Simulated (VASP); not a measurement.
Wanted: the native input for a VASP 6.6.1 run.

```yaml
Task: single point
Functional: PBE
Potentials_or_basis: VASP PAW PBE potentials, release 64 (Mg, B)
Cutoff: 520 eV
k_mesh: 15 × 15 × 12
Occupations: fermi-dirac, width 0.05 eV
Spin: no spin polarisation
Dipole_correction: no
Further_INCAR_settings: ALGO = Normal; EDIFF = 1e-07; NBANDS = 11
```

The structure of MgB2 lies in POSCAR:

```
MgB2
1.0
    3.0850007055      0.0000000000      0.0000000000
   -1.5425003528      2.6716889817      0.0000000000
    0.0000000000      0.0000000000      3.5230000000
Mg B
1 2
Direct
    0.0000000000      0.0000000000      0.0000000000
    0.3333333333      0.6666666667      0.5000000000
    0.6666666667      0.3333333333      0.5000000000
```

These files were run (other wordings do the same):

INCAR

```
ALGO = Normal
EDIFF = 1E-7
ENCUT = 520
GGA = PE
ISIF = 2
ISMEAR = -1
LASPH = T
LCHARG = F
LREAL = F
LWAVE = F
NBANDS = 11
NELM = 100
PREC = Accurate
SIGMA = 0.05
```

KPOINTS

```
k-points
0
Gamma
  15 15 12
```

Potentials or basis: VASP PAW PBE potentials, release 64 (Mg, B).

The run is started by

```console
$ cat potpaw_PBE.64/Mg/POTCAR potpaw_PBE.64/B/POTCAR > POTCAR
$ mpirun -np 1 vasp_std > vasp.out
```

Results of the run:

The pressure is -1.3 GPa. The band gap on the k mesh is zero (band 4 reaches 7.06 eV, above the bottom of band 5 at 3.26 eV).

It took 21 s on 1 thread of Intel(R) Xeon(R) Platinum 8488C (Sapphire Rapids), on a shared host, peak memory 0.19 GiB.
